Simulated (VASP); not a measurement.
# Ta4O (P4/mmm) in VASP: notebook

Ta4O is run at these levels: PBE; tasks: single point.

Program: VASP 6.6.1. These are calculated values, not measurements. Logs are shortened: lines on timing, memory, paths and dates and some standing lists are left out, and cuts for length are marked.

**1. The cell of the first run**

The structure is tetragonal, space group P4/mmm (No. 123). Conventional cell: a = 3.255 Å, b = 3.255 Å, c = 7.395 Å, α = 90.00°, β = 90.00°, γ = 90.00°. Within 3.3 Å of Ta (site symmetry 4/mmm) lie 4 O at 2.30 Å and 12 Ta at 3.11 to 3.25 Å. Ta (site symmetry 4mm) has 1 O at 2.09 Å and 4 Ta at 2.81 Å within 2.9 Å. Ta (site symmetry 4/mmm) has 14 Ta at 2.81 to 3.70 Å within 3.7 Å. O (site symmetry 4/mmm) has 6 Ta at 2.09 to 2.30 Å within 2.8 Å.

**2. Single point, PBE**

The input, INCAR:

```
PREC = Accurate ; ENCUT = 520
EDIFF = 1E-6 ; ISMEAR = 0
SIGMA = 0.1 ; LREAL = False
LASPH = True ; NELM = 80
ALGO = Normal ; ISIF = 2
LWAVE = False ; LCHARG = False
GGA = PE ; NBANDS = 33
```

The input, KPOINTS:

```
regular mesh
0
Gamma
  12 12 6
```

The input, POSCAR:

```
Ta4O
1.0
    3.2547070451      0.0000000000      0.0000000000
    0.0000000000      3.2547070451      0.0000000000
    0.0000000000      0.0000000000      7.3953866605
Ta O
4 1
Direct
    0.0000000000      0.0000000000      0.5000000000
    0.5000000000      0.5000000000      0.7829127297
    0.5000000000      0.5000000000      0.2170872703
    0.0000000000      0.0000000000      0.0000000000
    0.5000000000      0.5000000000      0.5000000000
```

Potentials or basis: VASP PAW PBE potentials, release 64 (Ta_pv, O).

Run with:

```
cat potpaw_PBE.64/Ta_pv/POTCAR potpaw_PBE.64/O/POTCAR > POTCAR
mpirun -np 1 vasp_std > vasp.out
```

OUTCAR:

```text
PREC = Accurate
   ENCUT = 520
   EDIFF = 1E-6
   ISMEAR = 0
   LREAL = False
   LASPH = True
   NELM = 80
   ISIF = 2
   GGA = PE

 ion  position               nearest neighbor table
   1  0.000  0.000  0.500-   5 2.30   5 2.30   5 2.30   5 2.30   3 3.11   3 3.11   2 3.11   3 3.11
                             2 3.11   2 3.11   3 3.11   2 3.11
   2  0.500  0.500  0.783-   5 2.09   4 2.81   4 2.81   4 2.81   4 2.81   1 3.11   1 3.11   1 3.11
                             1 3.11   3 3.21
   3  0.500  0.500  0.217-   5 2.09   4 2.81   4 2.81   4 2.81   4 2.81   1 3.11   1 3.11   1 3.11
                             1 3.11   2 3.21
   4  0.000  0.000  0.000-   2 2.81   3 2.81   2 2.81   3 2.81   2 2.81   3 2.81   2 2.81   3 2.81

   5  0.500  0.500  0.500-   2 2.09   3 2.09   1 2.30   1 2.30   1 2.30   1 2.30

  LATTYP: Found a simple tetragonal cell.
 ALAT       =     3.2547070451
 C/A-ratio  =     2.2722126932

  Lattice vectors:

 A1 = (   3.2547070451,   0.0000000000,   0.0000000000)
 A2 = (   0.0000000000,   3.2547070451,   0.0000000000)
 A3 = (   0.0000000000,   0.0000000000,   7.3953866605)

Analysis of symmetry for initial positions (statically):
=====================================================================
 Subroutine PRICEL returns:
 Original cell was already a primitive cell.

 Routine SETGRP: Setting up the symmetry group for a
 simple tetragonal supercell.

 Subroutine GETGRP returns: Found 16 space group operations
 (whereof 16 operations were pure point group operations)
 out of a pool of 16 trial point group operations.

The static configuration has the point symmetry D_4h.

Analysis of symmetry for dynamics (positions and initial velocities):
=====================================================================
 Subroutine PRICEL returns:
 Original cell was already a primitive cell.

 Routine SETGRP: Setting up the symmetry group for a
 simple tetragonal supercell.

 Subroutine GETGRP returns: Found 16 space group operations
 (whereof 16 operations were pure point group operations)
 out of a pool of 16 trial point group operations.

The dynamic configuration has the point symmetry D_4h.

 Subroutine INISYM returns: Found 16 space group operations
 (whereof 16 operations are pure point group operations),
 and found     1 'primitive' translations

----------------------------------------------------------------------------------------

                                     Primitive cell

  volume of cell :      78.3402

  direct lattice vectors                    reciprocal lattice vectors
     3.254707045  0.000000000  0.000000000     0.307247315  0.000000000  0.000000000
     0.000000000  3.254707045  0.000000000     0.000000000  0.307247315  0.000000000
     0.000000000  0.000000000  7.395386660     0.000000000  0.000000000  0.135219434

  length of vectors
     3.254707045  3.254707045  7.395386660     0.307247315  0.307247315  0.135219434

  position of ions in fractional coordinates (direct lattice)
     0.000000000  0.000000000  0.500000000
     0.500000000  0.500000000  0.782912730
     0.500000000  0.500000000  0.217087270
     0.000000000  0.000000000  0.000000000
     0.500000000  0.500000000  0.500000000

  ion indices of the primitive-cell ions
   primitive index   ion index
                 1           1
                 2           2
                 3           3
                 4           4
                 5           5

----------------------------------------------------------------------------------------

 KPOINTS: regular mesh

Automatic generation of k-mesh.
 Grid dimensions read from file:
 generate k-points for:   12   12    6

 Generating k-lattice:

  Cartesian coordinates                     Fractional coordinates (reciprocal lattice)
     0.025603943  0.000000000  0.000000000     0.083333333  0.000000000  0.000000000
     0.000000000  0.025603943  0.000000000     0.000000000  0.083333333  0.000000000
     0.000000000  0.000000000  0.022536572     0.000000000  0.000000000  0.166666667

  Length of vectors
     0.025603943  0.025603943  0.022536572

  Shift w.r.t. Gamma in fractional coordinates (k-lattice)
     0.000000000  0.000000000  0.000000000

 Subroutine IBZKPT returns following result:
 ===========================================

 Found    112 irreducible k-points:

 Following reciprocal coordinates:
            Coordinates               Weight
  0.000000  0.000000  0.000000      1.000000
  0.083333  0.000000  0.000000      4.000000
  0.166667  0.000000  0.000000      4.000000
  0.250000  0.000000  0.000000      4.000000
  0.333333  0.000000  0.000000      4.000000
  0.416667  0.000000  0.000000      4.000000
[... 16 lines left out ...]
  0.333333  0.333333  0.000000      4.000000
  0.416667  0.333333  0.000000      8.000000
 [... further k-points ...]
   k-points           NKPTS =    112   k-points in BZ     NKDIM =    112   number of bands    NBANDS=     33
   number of dos      NEDOS =    301   number of ions     NIONS =      5
   total plane-waves  NPLWV =  32256
   dimension x,y,z NGX =    24 NGY =   24 NGZ =   56
   dimension x,y,z NGXF=    48 NGYF=   48 NGZF=  112
   ions per type =               4   1
   NGX,Y,Z   is equivalent  to a cutoff of  12.26, 12.26, 12.59 a.u.
   NGXF,Y,Z  is equivalent  to a cutoff of  24.52, 24.52, 25.18 a.u.
 SYSTEM =  unknown system
   PREC   = accura    normal or accurate (medium, high low for compatibility)
   ISTART =      0    job   : 0-new  1-cont  2-samecut
   ICHARG =      2    charge: 1-file 2-atom 10-const
   ISPIN  =      1    spin polarized calculation?
   LNONCOLLINEAR =      F non collinear calculations
   LSORBIT =      F    spin-orbit coupling
   LASPH  =      T    aspherical Exc in radial PAW
   ENCUT  =  520.0 eV  38.22 Ry    6.18 a.u.   6.05  6.05 13.75*2*pi/ulx,y,z
   NELM   =     80;   NELMIN=  2; NELMDL= -5     # of ELM steps
   EDIFF  = 0.1E-05   stopping-criterion for ELM
   LREAL  =      F    real-space projection
   EDIFFG = 0.1E-04   stopping-criterion for IOM
   NSW    =      0    number of steps for IOM
   IBRION =     -1    ionic relax: 0-MD 1-quasi-New 2-CG
   NFREE  =      0    steps in history (QN), initial steepest desc. (CG)
   ISIF   =      2    stress and relaxation
   ISYM   =      2    0-nonsym 1-usesym 2-fastsym
   POTIM  = 0.5000    time-step for ionic-motion
   TEBEG  =    0.0;   TEEND  =   0.0 temperature during run
   PSTRESS=    0.0 pullay stress
   NELECT =      50.0000    total number of electrons
   NUPDOWN=      -1.0000    fix difference up-down
   EMIN   =  10.00;   EMAX   =-10.00  energy-range for DOS
   EFERMI =   0.00;   METHOD = LEGACY
   ISMEAR =     0;   SIGMA  =   0.10  broadening in eV -4-tet -1-fermi 0-gaus
   EFERMI_NEDOS =   21; number of points for ismear=-14 and -15
   IALGO  =     38    algorithm
   IMIX   =      4    mixing-type and parameters
     AMIX     =   0.40;   BMIX     =  1.00
     AMIX_MAG =   1.60;   BMIX_MAG =  1.00
  volume/ion in A,a.u.               =      15.67       105.73
  Fermi-wavevector in a.u.,A,eV,Ry     =   1.409516  2.663599 27.031166  1.986735
  Thomas-Fermi vector in A             =   2.531564
   LORBIT       =      0    0 simple, 1 ext, 2 COOP (PROOUT), +10 PAW based schemes
   GGA     = PE    functional components
   LHFCALC =     F    Hartree Fock is set to
   AEXX    =    0.0000 exact exchange contribution
   IVDW    =     0    specifies the selected vdW correction
   LEPSILON=     F    determine dielectric tensor
   LRPA    =     F    only Hartree local field effects (RPA)
 non-spin polarized calculation
 Gauss-broadening in eV      SIGMA  =   0.10
  energy-cutoff  :      520.00
  volume of cell :       78.34
 maximum number of plane-waves:      2144
   NGX = 13   NGY = 13   NGZ = 27

 number of electron      50.0000004 magnetization

 Free energy of the ion-electron system (eV)
  ---------------------------------------------------
  ext. energy  EPLUGINS =         0.00000000
  ---------------------------------------------------
  free energy    TOTEN  =       -55.09078821 eV

  energy without entropy =      -55.08196556  energy(sigma->0) =      -55.08637688

 E-fermi :   6.4380     XC(G=0): -12.6188

 val. band max:        6.4341964057   @ k =   0.3333   0.0000   0.0000
 cond. band min:       6.4460570518   @ k =   0.2500   0.0000   0.0000
 fundamental gap:      0.0118606461
 Fermi energy:         6.4380165201

 k-point     1 :       0.0000    0.0000    0.0000
  band No.  band energies     occupation
      1     -29.1199      2.00000
      2     -29.1199      2.00000
      3     -28.7568      2.00000
      4     -28.1954      2.00000
      5     -28.0676      2.00000
      6     -27.8575      2.00000
[... 25 lines left out ...]
     32       8.1340      0.00000
     33       8.9016      0.00000

 k-point     2 :       0.0833    0.0000    0.0000
  band No.  band energies     occupation
      1     -29.1460      2.00000
      2     -29.1170      2.00000
      3     -28.7529      2.00000
      4     -28.2038      2.00000
      5     -28.0736      2.00000
      6     -27.8593      2.00000
[... 25 lines left out ...]
     32       8.6255      0.00000
     33       9.5032      0.00000

 k-point     3 :       0.1667    0.0000    0.0000
  band No.  band energies     occupation
      1     -29.2155      2.00000
      2     -29.1089      2.00000
      3     -28.7436      2.00000
      4     -28.2257      2.00000
      5     -28.0902      2.00000
      6     -27.8683      2.00000
[... 25 lines left out ...]
     32       9.0851      0.00000
     33       9.5700      0.00000

 k-point     4 :       0.2500    0.0000    0.0000
  band No.  band energies     occupation
      1     -29.3068      2.00000
      2     -29.0980      2.00000
      3     -28.7342      2.00000
      4     -28.2531      2.00000
      5     -28.1118      2.00000
      6     -27.8913      2.00000
[... 673 lines left out ...]
     32      10.2929      0.00000
     33      10.5067      0.00000

 k-point    23 :       0.3333    0.3333    0.0000
  band No.  band energies     occupation
      1     -29.3317      2.00000
      2     -29.2976      2.00000
      3     -28.6815      2.00000
      4     -28.2327      2.00000
      5     -28.0906      2.00000
      6     -28.0133      2.00000
[... 25 lines left out ...]
     32       9.9741      0.00000
     33      10.5256      0.00000

 k-point    24 :       0.4167    0.3333    0.0000
  band No.  band energies     occupation
      1     -29.3684      2.00000
      2     -29.2942      2.00000
      3     -28.6701      2.00000
      4     -28.2407      2.00000
      5     -28.1132      2.00000
      6     -27.9977      2.00000
[... 25 lines left out ...]
     32      10.4369      0.00000
     33      10.5970      0.00000

 [... further k-points ...]

------------------------ aborting loop because EDIFF is reached ----------------------------------------

  FORCE on cell =-STRESS in cart. coord.  units (eV):
  Direction    XX          YY          ZZ          XY          YZ          ZX
  --------------------------------------------------------------------------------------
  -------------------------------------------------------------------------------------
  Total        0.0845198      0.0845198      0.1842400      0.0000000      0.0000000      0.0000000
  in kB        1.7285594      1.7285594      3.7679903      0.0000000      0.0000000      0.0000000
  external PRESSURE =       2.4083697 kB  Pullay stress =       0.0000000 kB

 VOLUME and BASIS-vectors are now :
 -----------------------------------------------------------------------------
  energy-cutoff  :      520.00
  volume of cell :       78.34
      direct lattice vectors                 reciprocal lattice vectors
     3.254707045  0.000000000  0.000000000     0.307247315  0.000000000  0.000000000
     0.000000000  3.254707045  0.000000000     0.000000000  0.307247315  0.000000000
     0.000000000  0.000000000  7.395386660     0.000000000  0.000000000  0.135219434

 POSITION                                       TOTAL-FORCE (eV/Angst)
 -----------------------------------------------------------------------------------
      0.00000      0.00000      3.69769         0.000000      0.000000      0.000000
      1.62735      1.62735      5.78994         0.000000      0.000000      0.035107
      1.62735      1.62735      1.60544         0.000000     -0.000000     -0.035107
      0.00000      0.00000      0.00000         0.000000      0.000000      0.000000
      1.62735      1.62735      3.69769         0.000000      0.000000      0.000000
 -----------------------------------------------------------------------------------
    total drift:                                0.000000     -0.000000      0.000000

  FREE ENERGIE OF THE ION-ELECTRON SYSTEM (eV)
  ---------------------------------------------------
  free  energy   TOTEN  =       -55.0907882106 eV

  energy  without entropy=      -55.0819655586  energy(sigma->0) =      -55.08637688
```

Run time: 83 s. Hardware: 1 thread of Intel Xeon 6975P-C (Granite Rapids), shared host; peak memory 0.33 GiB.

What came out:

| Property | Result |
| --- | --- |
| Free energy | -55.0908 eV |
| Pressure | 0.2 GPa |
| Largest force | 0.035 eV/Å |
| Band gap on the k mesh | zero (bands 25 and 26 overlap by 0.99 eV) |

Forces in eV/Å, atoms in the order of the input:
```
Ta   0.000  0.000  0.000
Ta   0.000  0.000  0.035
Ta   0.000  0.000 -0.035
Ta   0.000  0.000  0.000
O    0.000  0.000  0.000
```

Levels at points of the mesh, in eV from the Fermi level:
| k point | band 21 | band 22 | band 23 | band 24 | band 25 | band 26 | band 27 | band 28 | band 29 | band 30 |
| --- | --- | --- | --- | --- | --- | --- | --- | --- | --- | --- |
| (0.00, 0.00, 0.00) | -2.60 | -1.55 | -0.45 | -0.45 | -0.19 | 0.53 | 1.04 | 1.04 | 1.33 | 1.66 |
| (0.50, 0.00, 0.00) | -1.48 | -1.09 | -0.91 | -0.66 | 0.22 | 0.92 | 0.93 | 1.32 | 1.74 | 1.98 |
| (0.50, 0.50, 0.00) | -2.03 | -1.50 | -1.50 | -0.65 | -0.65 | 1.67 | 2.42 | 2.77 | 2.77 | 3.20 |
| (0.00, 0.00, 0.50) | -3.48 | -0.54 | -0.52 | -0.52 | 0.18 | 0.70 | 0.70 | 0.82 | 1.08 | 1.83 |
| (0.50, 0.00, 0.50) | -1.70 | -1.17 | -1.00 | -0.63 | -0.43 | 1.04 | 1.31 | 1.59 | 1.85 | 2.34 |
| (0.50, 0.50, 0.50) | -2.72 | -1.69 | -1.69 | 0.03 | 0.03 | 1.67 | 1.93 | 1.93 | 2.94 | 3.20 |

Caveat: spin-orbit coupling is left out, which moves the levels of the heavy elements.

(Part 1 of 2 ends here.)
